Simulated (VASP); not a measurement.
## Ti9O: single point with PBE

The system is Ti9O, a slab with vacuum.

```
Ti O
1.0
     2.83197    0.00000    0.00000
     0.00000    7.93166    0.00000
     0.00000    0.00000   19.92688
Ti O
9 1
Direct
  0.00000 0.50000 0.20073
  0.50000 0.16667 0.20073
  0.50000 0.83333 0.20073
  0.00000 0.00000 0.31221
  0.50000 0.66849 0.31087
  0.50000 0.33151 0.31087
  0.00000 0.50000 0.41776
  0.50000 0.16664 0.42289
  0.50000 0.83336 0.42289
  0.83333 0.99997 0.46957
```

| Quantity | Value |
| --- | --- |
| Program | VASP 6.6.1 |
| Task | single point |
| Functional | PBE |
| Potentials or basis | VASP PAW PBE potentials, release 64 (Ti_sv, O) |
| Cutoff | 520 eV |
| k mesh | 9 × 4 × 1 |
| Occupations | gaussian, width 0.1 eV |
| Spin | no spin polarisation |
| Dipole correction | yes |
| Further INCAR settings | ALGO = Normal; EDIFF = 1e-07; NBANDS = 68 |

```json
{"Largest force": "1.513 eV/Å", "Band gap on the k mesh": "zero (bands 57 and 58 overlap by 0.22 eV)"}
```

Forces in eV/Å, atoms in the order of the input:
```
Ti  -0.016  0.000  0.183
Ti   0.003  0.013  0.016
Ti   0.003 -0.013  0.016
Ti   0.117  0.000 -0.984
Ti   0.036 -0.088 -0.285
Ti   0.036  0.088 -0.285
Ti  -0.197  0.000 -0.002
Ti  -0.747  1.131  0.643
Ti  -0.749 -1.133  0.642
O    1.512  0.002  0.057
```

Levels at points of the mesh, in eV from the Fermi level:
| k point | band 55 | band 56 | band 57 | band 58 | band 59 | band 60 |
| --- | --- | --- | --- | --- | --- | --- |
| (0.00, 0.00, 0.00) | -0.27 | -0.22 | -0.19 | -0.13 | -0.02 | 0.24 |
| (0.00, 0.50, 0.00) | -0.31 | -0.19 | 0.01 | 0.08 | 0.21 | 0.26 |

Wall time 22 min on 1 thread of Intel(R) Xeon(R) Platinum 8488C (Sapphire Rapids) (shared host), peak memory 0.72 GiB.
